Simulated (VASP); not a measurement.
C: single point with LDA

The system is C.

```
C
1.0
    -1.19487    1.19487    1.19487
     1.19487   -1.19487    1.19487
     1.19487    1.19487   -1.19487
C
1
Cartesian
  0.0000 0.0000 0.0000
```

This cell differs from its parent crystal: volume scaled by 1.08.

* Program: VASP 6.6.1
* Task: single point
* Functional: LDA
* Potentials or basis: VASP PAW LDA potentials, release 64 (C)
* Cutoff: 520 eV
* k mesh: 21 × 21 × 21
* Occupations: fermi-dirac, width 0.1 eV
* Spin: no spin polarisation

The pressure is -14.6 GPa. The band gap on the k mesh is zero (band 2 reaches 16.98 eV, above the bottom of band 3 at 3.29 eV).

Levels at points of the mesh, in eV from the Fermi level:
| k point | band 1 | band 2 | band 3 | band 4 | band 5 | band 6 | band 7 |
| --- | --- | --- | --- | --- | --- | --- | --- |
| (0.00, 0.00, 0.00) | -19.19 | 8.77 | 8.77 | 8.77 | 32.99 | 32.99 | 32.99 |

Wall time 13 s on 1 thread of AMD EPYC 7R43 64-Core Processor (Zen 3), on a shared host, peak memory 0.08 GiB.
